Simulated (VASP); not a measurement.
# B8N9 (a cell with a defect) in VASP: single point with PBE+D3(BJ)

Aim: the single point of B8N9 (a cell with a defect) with PBE+D3(BJ).

Everything below comes from runs of VASP 6.6.1. Logs are shortened: lines on timing, memory, paths and dates and some standing lists are left out, and cuts for length are marked.

### 1 The cell of the first run

The cell holds a defect, 17 atoms: a = 5.112 Å, b = 5.112 Å, c = 5.112 Å, α = 60.00°, β = 60.00°, γ = 60.00°.

### 2 Single point, PBE+D3(BJ), collinear spin

Contents of INCAR:

```
SYSTEM = B8N9
PREC = Accurate ; ENCUT = 520
EDIFF = 1E-6 ; ISMEAR = 0
SIGMA = 0.02 ; LREAL = Auto
LASPH = .TRUE. ; NELM = 150
ALGO = Normal ; ISIF = 2
LWAVE = .FALSE. ; LCHARG = .FALSE.
ISPIN = 2 ; MAGMOM = 0 0 0 0 0 0 0 0 0 0 0 0 0 0 0 0 1
LORBIT = 11 ; GGA = PE
IVDW = 12 ; NBANDS = 52
```

Contents of KPOINTS:

```
Automatic mesh
0
G
  3 3 3
  0 0 0
```

Contents of POSCAR:

```
B8N9
1.0
    0.0000000000      3.6150000000      3.6150000000
    3.6150000000      0.0000000000      3.6150000000
    3.6150000000      3.6150000000      0.0000000000
B N
8 9
Direct
   -0.0111327776      0.0131370915     -0.0105363996
    0.0149071931     -0.0055802580      0.4973348730
   -0.0108909284      0.5082139288     -0.0107527496
   -0.0206348866      0.5179609736      0.4846827236
    0.4970089953     -0.0069261029      0.0152363053
    0.4641539038      0.0258902632      0.4658730254
    0.4843044380      0.5177156775     -0.0202586927
    0.4655354367      0.5437834568      0.4645694623
    0.1156159990      0.1340730247      0.1159681922
    0.1092942940      0.1403526428      0.6118614351
    0.1104179301      0.6392330790      0.1107951952
    0.1095136126      0.6383742031      0.6116801396
    0.6113143884      0.1401597972      0.1098561693
    0.6968145458      0.0528213464      0.6971353481
    0.6114986799      0.6381777656      0.1096973168
    0.6052063151      0.6444559424      0.6055820284
    0.5239371609      0.2257278685      0.5243605278
```

Potentials or basis: VASP PAW PBE potentials, release 64 (B, N).

The run is started by

```console
$ cat potpaw_PBE.64/B/POTCAR potpaw_PBE.64/N/POTCAR > POTCAR
$ mpirun -np 1 vasp_std > vasp.out
```

OUTCAR:

```text
SYSTEM = B8N9
   PREC = Accurate
   ENCUT = 520
   EDIFF = 1E-6
   ISMEAR = 0
   LREAL = Auto
   LASPH = .TRUE.
   NELM = 150
   ISIF = 2
   ISPIN = 2
   LORBIT = 11
   GGA = PE
   IVDW = 12
 IVDW          = 12

 ion  position               nearest neighbor table
   1  0.989  0.013  0.989-  11 1.56   9 1.56  13 1.58  10 1.58
   2  0.015  0.994  0.497-  14 1.39  10 1.49  12 1.49   9 1.60
   3  0.989  0.508  0.989-  11 1.56   9 1.56  12 1.58  15 1.58
   4  0.979  0.518  0.485-  11 1.56  16 1.56  12 1.58  10 1.58
   5  0.497  0.993  0.015-  14 1.39  15 1.49  13 1.49   9 1.60
   6  0.464  0.026  0.466-  17 1.39  10 1.49  13 1.49  16 1.60
   7  0.484  0.518  0.980-  11 1.56  16 1.56  13 1.58  15 1.58
   8  0.466  0.544  0.465-  17 1.39  15 1.49  12 1.49  16 1.60
   9  0.116  0.134  0.116-   3 1.56   1 1.56   2 1.60   5 1.60
  10  0.109  0.140  0.612-   2 1.49   6 1.49   1 1.58   4 1.58
  11  0.110  0.639  0.111-   3 1.56   7 1.56   4 1.56   1 1.56
  12  0.110  0.638  0.612-   8 1.49   2 1.49   4 1.58   3 1.58
  13  0.611  0.140  0.110-   5 1.49   6 1.49   1 1.58   7 1.58
  14  0.697  0.053  0.697-  17 1.25   2 1.39   5 1.39
  15  0.611  0.638  0.110-   8 1.49   5 1.49   3 1.58   7 1.58
  16  0.605  0.644  0.606-   4 1.56   7 1.56   8 1.60   6 1.60
  17  0.524  0.226  0.524-  14 1.25   8 1.39   6 1.39

  LATTYP: Found a face centered cubic cell.
 ALAT       =     7.2300000000

  Lattice vectors:

 A1 = (   0.0000000000,   3.6150000000,   3.6150000000)
 A2 = (   3.6150000000,   0.0000000000,   3.6150000000)
 A3 = (   3.6150000000,   3.6150000000,   0.0000000000)

Analysis of symmetry for initial positions (statically):
=====================================================================
 Subroutine PRICEL returns:
 Original cell was already a primitive cell.

 Routine SETGRP: Setting up the symmetry group for a
 face centered cubic supercell.

 Subroutine GETGRP returns: Found  1 space group operations
 (whereof  1 operations were pure point group operations)
 out of a pool of 48 trial point group operations.

The static configuration has the point symmetry C_1 .

Analysis of symmetry for dynamics (positions and initial velocities):
=====================================================================
 Subroutine PRICEL returns:
 Original cell was already a primitive cell.

 Routine SETGRP: Setting up the symmetry group for a
 face centered cubic supercell.

 Subroutine GETGRP returns: Found  1 space group operations
 (whereof  1 operations were pure point group operations)
 out of a pool of 48 trial point group operations.

The dynamic configuration has the point symmetry C_1 .

Analysis of structural, dynamic, and magnetic symmetry:
=====================================================================
 Subroutine PRICEL returns:
 Original cell was already a primitive cell.

 Routine SETGRP: Setting up the symmetry group for a
 face centered cubic supercell.

 Subroutine GETGRP returns: Found  1 space group operations
 (whereof  1 operations were pure point group operations)
 out of a pool of 48 trial point group operations.

The overall configuration has the point symmetry C_1 .

 Subroutine INISYM returns: Found  1 space group operations
 (whereof  1 operations are pure point group operations),
 and found     1 'primitive' translations

----------------------------------------------------------------------------------------

                                     Primitive cell

  volume of cell :      94.4833

  direct lattice vectors                    reciprocal lattice vectors
     0.000000000  3.615000000  3.615000000    -0.138312586  0.138312586  0.138312586
     3.615000000  0.000000000  3.615000000     0.138312586 -0.138312586  0.138312586
     3.615000000  3.615000000  0.000000000     0.138312586  0.138312586 -0.138312586

  length of vectors
     5.112382028  5.112382028  5.112382028     0.239564427  0.239564427  0.239564427

  position of ions in fractional coordinates (direct lattice)
     0.988867222  0.013137091  0.989463600
     0.014907193  0.994419742  0.497334873
[... 79 lines left out ...]
   number of dos      NEDOS =    301   number of ions     NIONS =     17
   total plane-waves  NPLWV =  64000
   dimension x,y,z NGX =    40 NGY =   40 NGZ =   40
   dimension x,y,z NGXF=    80 NGYF=   80 NGZF=   80
   ions per type =               8   9
   NGX,Y,Z   is equivalent  to a cutoff of  13.01, 13.01, 13.01 a.u.
   NGXF,Y,Z  is equivalent  to a cutoff of  26.01, 26.01, 26.01 a.u.
 SYSTEM =  B8N9
   PREC   = accura    normal or accurate (medium, high low for compatibility)
   ISTART =      0    job   : 0-new  1-cont  2-samecut
   ICHARG =      2    charge: 1-file 2-atom 10-const
   ISPIN  =      2    spin polarized calculation?
   LNONCOLLINEAR =      F non collinear calculations
   LSORBIT =      F    spin-orbit coupling
   LASPH  =      T    aspherical Exc in radial PAW
   ENCUT  =  520.0 eV  38.22 Ry    6.18 a.u.   9.51  9.51  9.51*2*pi/ulx,y,z
   NELM   =    150;   NELMIN=  2; NELMDL= -5     # of ELM steps
   EDIFF  = 0.1E-05   stopping-criterion for ELM
   LREAL  =      T    real-space projection
   EDIFFG = 0.1E-04   stopping-criterion for IOM
   NSW    =      0    number of steps for IOM
   IBRION =     -1    ionic relax: 0-MD 1-quasi-New 2-CG
   NFREE  =      0    steps in history (QN), initial steepest desc. (CG)
   ISIF   =      2    stress and relaxation
   ISYM   =      2    0-nonsym 1-usesym 2-fastsym
   POTIM  = 0.5000    time-step for ionic-motion
   TEBEG  =    0.0;   TEEND  =   0.0 temperature during run
   PSTRESS=    0.0 pullay stress
   NELECT =      69.0000    total number of electrons
   NUPDOWN=      -1.0000    fix difference up-down
   EMIN   =  10.00;   EMAX   =-10.00  energy-range for DOS
   EFERMI =   0.00;   METHOD = LEGACY
   ISMEAR =     0;   SIGMA  =   0.02  broadening in eV -4-tet -1-fermi 0-gaus
   EFERMI_NEDOS =   21; number of points for ismear=-14 and -15
   IALGO  =     38    algorithm
   IMIX   =      4    mixing-type and parameters
     AMIX     =   0.40;   BMIX     =  1.00
     AMIX_MAG =   1.60;   BMIX_MAG =  1.00
  volume/ion in A,a.u.               =       5.56        37.51
  Fermi-wavevector in a.u.,A,eV,Ry     =   1.474256  2.785940 29.571319  2.173431
  Thomas-Fermi vector in A             =   2.589049
   LORBIT       =     11    0 simple, 1 ext, 2 COOP (PROOUT), +10 PAW based schemes
   GGA     = PE    functional components
   LHFCALC =     F    Hartree Fock is set to
   AEXX    =    0.0000 exact exchange contribution
   IVDW    =    12    specifies the selected vdW correction
   LEPSILON=     F    determine dielectric tensor
   LRPA    =     F    only Hartree local field effects (RPA)
 spin polarized calculation
 Gauss-broadening in eV      SIGMA  =   0.02
  energy-cutoff  :      520.00
  volume of cell :       94.48
 maximum number of plane-waves:      2637
 NGX is ok and might be reduce to    40
   NGX = 19   NGY = 19   NGZ = 19

 number of electron      68.9999995 magnetization       0.7777805

 Free energy of the ion-electron system (eV)
  ---------------------------------------------------
  ext. energy  EPLUGINS =         0.00000000
  ---------------------------------------------------
  free energy    TOTEN  =      -136.64708948 eV

  energy without entropy =     -136.64616661  energy(sigma->0) =     -136.64662805

 E-fermi :  10.6696     XC(G=0): -13.1154

 val. band max:       10.6436239123   @ k =  -0.3333   0.3333   0.0000
 cond. band min:      10.6772607469   @ k =   0.3333  -0.3333  -0.3333
 fundamental gap:      0.0336368345
 Fermi energy:        10.6695531278

 spin component 1

 k-point     1 :       0.0000    0.0000    0.0000
  band No.  band energies     occupation
      1     -14.1426      1.00000
      2     -10.9666      1.00000
      3      -8.5998      1.00000
      4      -8.5793      1.00000
      5      -8.0076      1.00000
      6      -7.4360      1.00000
[... 675 lines left out ...]
     45      19.0946      0.00000
     46      19.4422      0.00000
 Fermi energy:        10.6695531278

 spin component 2

 k-point     1 :       0.0000    0.0000    0.0000
  band No.  band energies     occupation
      1     -13.9143      1.00000
      2     -10.8370      1.00000
      3      -8.5322      1.00000
      4      -8.5244      1.00000
      5      -8.0049      1.00000
      6      -7.4166      1.00000
[... 675 lines left out ...]
     45      19.1366      0.00000
     46      19.4627      0.00000
 [bands above 46 left out]

------------------------ aborting loop because EDIFF is reached ----------------------------------------

 Edisp (eV)   -3.73686

 E8    (eV) :    -1.0959

  FORCE on cell =-STRESS in cart. coord.  units (eV):
  Direction    XX          YY          ZZ          XY          YZ          ZX
  --------------------------------------------------------------------------------------
  -------------------------------------------------------------------------------------
  Total      19.49456    45.57282    20.86303    -0.00951    -0.00035     0.00311
  in kB     330.57427   772.79011   353.77980    -0.16126    -0.00588     0.05271
  external pressure =      485.71 kB  Pullay stress =        0.00 kB

 VOLUME and BASIS-vectors are now :
 -----------------------------------------------------------------------------
  energy-cutoff  :      520.00
  volume of cell :       94.48
      direct lattice vectors                 reciprocal lattice vectors
     0.000000000  3.615000000  3.615000000    -0.138312586  0.138312586  0.138312586
     3.615000000  0.000000000  3.615000000     0.138312586 -0.138312586  0.138312586
     3.615000000  3.615000000  0.000000000     0.138312586  0.138312586 -0.138312586

 POSITION                                       TOTAL-FORCE (eV/Angst)
 -----------------------------------------------------------------------------------
      3.62440      7.15167      3.62225         0.005739     -0.003959      0.005430
      5.39269      1.85176      3.64872        -0.015201     -0.004159      0.009767
      5.41332      7.15176      5.41282        -0.003186     -0.008380     -0.003107
      3.62456      5.29253      5.41283         0.003108      0.004846     -0.003881
      3.64504      1.85177      5.38665         0.010075     -0.002683     -0.017112
      1.77772      3.36205      1.77151        -0.012098      0.009044     -0.012655
[... 9 lines left out ...]
      4.51889      4.37700      4.51753         0.002004     -0.006464      0.001890
      2.71157      3.78960      2.71004        -0.003946     -0.269233     -0.003937
 -----------------------------------------------------------------------------------
    total drift:                                0.001527     -0.006154      0.001050

  FREE ENERGIE OF THE ION-ELECTRON SYSTEM (eV)
  ---------------------------------------------------
  free  energy   TOTEN  =      -140.3839521265 eV

  energy  without entropy=     -140.3830292521  energy(sigma->0) =     -140.38349069

 total charge

# of ion       s       p       d       tot
------------------------------------------
    1        0.675   1.348   0.000   2.024
    2        0.736   1.582   0.000   2.317
    3        0.675   1.349   0.000   2.024
    4        0.675   1.349   0.000   2.024
    5        0.736   1.581   0.000   2.317
    6        0.736   1.581   0.000   2.317
[... 9 lines left out ...]
   16        1.213   2.738   0.000   3.951
   17        1.291   2.963   0.000   4.254
--------------------------------------------------
tot         16.788  37.131   0.000  53.919

 magnetization (x)

# of ion       s       p       d       tot
------------------------------------------
    1       -0.000  -0.001   0.000  -0.001
    2        0.001   0.015   0.000   0.016
    3       -0.000  -0.001   0.000  -0.001
    4       -0.000  -0.001   0.000  -0.001
    5        0.001   0.015   0.000   0.016
    6        0.001   0.015   0.000   0.016
[... 9 lines left out ...]
   16       -0.000   0.001   0.000   0.001
   17        0.007   0.219   0.000   0.226
--------------------------------------------------
tot          0.024   0.637   0.000   0.661
```

Wall time 10 min (1 thread of Intel Xeon 8259CL, shared host); peak memory 0.37 GiB.

What came out:

```
Free energy                                           : -140.3840 eV
Pressure                                              : 48.6 GPa
Largest force                                         : 0.271 eV/Å
Net moment                                            : 0.78 μB per cell
Site moments                                          : B -0.00, +0.02 (each value once); N +0.00, +0.04, +0.03, +0.23 (each value once) μB
Valence electrons inside the program's atomic spheres : B 2.02, 2.32 (each value once); N 3.95, 4.04, 3.98, 4.25 (each value once)
Dispersion energy per atom                            : -0.220 eV
```

Forces on the atoms (eV/Å):
```
B    0.006 -0.004  0.005
B   -0.015 -0.004  0.010
B   -0.003 -0.008 -0.003
B    0.003  0.005 -0.004
B    0.010 -0.003 -0.017
B   -0.012  0.009 -0.013
B   -0.004  0.005  0.005
B    0.014  0.002  0.015
N   -0.002  0.005 -0.002
N    0.032  0.001  0.001
N    0.002 -0.002  0.002
N    0.001 -0.001 -0.030
N    0.000  0.000  0.031
N    0.001  0.271 -0.001
N   -0.031 -0.001  0.002
N    0.002 -0.006  0.002
N   -0.004 -0.269 -0.004
```

Caveat: the k points lie up to 0.50 Å⁻¹ apart; the standard files for N, O and F lose accuracy on very short bonds; a moment this small can come from the mesh or the smearing.
